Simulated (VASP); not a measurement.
Write the native input for VASP 6.6.1 that does the following.

| Property | Result |
| --- | --- |
| Task | single point |
| Functional | PBE |
| Potentials or basis | VASP PAW PBE potentials, release 64 (Zn, O) |
| Cutoff | 520 eV |
| k mesh | 7 × 7 × 4 |
| Occupations | gaussian, width 0.01 eV |
| Spin | no spin polarisation |
| Dipole correction | no |
| Further INCAR settings | ALGO = Normal; EDIFF = 1e-06; NBANDS = 26 |

The structure of ZnO (zincite) lies in POSCAR:

```
ZnO
1.0
    3.3744025250      0.0000000000      0.0000000000
   -1.6872012625      2.9223180260      0.0000000000
    0.0000000000      0.0000000000      5.4061226557
Zn O
2 2
Direct
    0.3333333333      0.6666666667      0.5000000000
    0.6666666667      0.3333333333      0.0000000000
    0.6666666667      0.3333333333      0.3790100000
    0.3333333333      0.6666666667      0.8790100000
```

These files were run (other wordings do the same):

INCAR

```
  PREC = Accurate
  ENCUT = 520
  EDIFF = 1E-6
  ISMEAR = 0
  SIGMA = 0.01
  LREAL = False
  LASPH = True
  NELM = 60
  ALGO = Normal
  ISIF = 2
  LWAVE = False
  LCHARG = False
  GGA = PE
  NBANDS = 26
```

KPOINTS

```
regular mesh
0
Gamma
  7 7 4
```

Potentials or basis: VASP PAW PBE potentials, release 64 (Zn, O).

The run is started by

```bash
$ cat potpaw_PBE.64/Zn/POTCAR potpaw_PBE.64/O/POTCAR > POTCAR
$ mpirun -np 1 vasp_std > vasp.out
```

It gave:

```
Pressure               : -7.8 GPa
Largest force          : 0.037 eV/Å
Band gap on the k mesh : 0.62 eV, direct
```

It took 15 s on 1 thread of Intel(R) Xeon(R) 6975P-C (Granite Rapids), with other jobs on the host, peak memory 0.18 GiB.
